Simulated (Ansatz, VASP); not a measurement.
## One calculation of GaN, two programs

The input INCAR:

```
  ALGO = Normal
  EDIFF = 1E-6
  ENCUT = 600
  GGA = PS
  GGA_COMPAT = False
  ISIF = 2
  ISMEAR = -1
  LASPH = True
  LCHARG = True
  LELF = True
  LREAL = False
  LVHAR = True
  LWAVE = False
  NBANDS = 16
  NELM = 120
  PREC = Accurate
  SIGMA = 0.051703999572871064
```

File KPOINTS:

```
k-points
0
Gamma
  6 6 6
```

File POSCAR:

```
GaN
1.0
    0.0000000000      2.2535006075      2.2535006075
    2.2535006075      0.0000000000      2.2535006075
    2.2535006075      2.2535006075      0.0000000000
Ga N
1 1
Direct
    0.0000000000      0.0000000000      0.0000000000
    0.7500000000      0.7500000000      0.7500000000
```

Input for Ansatz:

```yaml
crystal:
  lattice:
    - [0.0, 2.2535006075, 2.2535006075]
    - [2.2535006075, 0.0, 2.2535006075]
    - [2.2535006075, 2.2535006075, 0.0]
  atoms:
    - { symbol: Ga, position: [0.0, 0.0, 0.0] }
    - { symbol: "N", position: [0.75, 0.75, 0.75] }
basis:
  ecutwfc: 420
  xc_grid: 1
kpoints:
  mp_grid: { grid: [6, 6, 6] }
hamiltonian:
  xc: pbesol
scf:
  occupations: { method: fermi_dirac, width: "600 K" }
  max_iter: 30
  convergence: { dr2_threshold: "1e-8 eV" }
output:
  forces: true
  stress: true
  eigenvalues: true
```

Alike in both runs: task single point; functional PBEsol; k mesh 6 × 6 × 6; no spin polarisation.

|  | VASP | Ansatz |
| --- | --- | --- |
| version | VASP 6.6.1 | Ansatz 0.2.0 |
| potentials or method | VASP PAW PBE potentials, release 64 (Ga_d, N), cutoff 600 eV | scalar-relativistic, plane waves, PAW |
| occupations | fermi-dirac, width 0.051704 eV | fermi-dirac |
| valence electrons in the cell | 18 | 18 |

VASP gave:

```
gap on the k mesh at the Fermi level (eV) : 1.68
least direct gap on the mesh (eV)         : 1.68
pressure (GPa)                            : -1.5
```

**Question.** Estimate Ansatz's values.

**Answer.** gap on the k mesh at the Fermi level (eV): 1.66; least direct gap on the mesh (eV): 1.66; pressure (GPa): -1.2.

VASP's potentials were made for PBE, not for PBEsol. Ansatz's warnings: stress scf threshold loose.
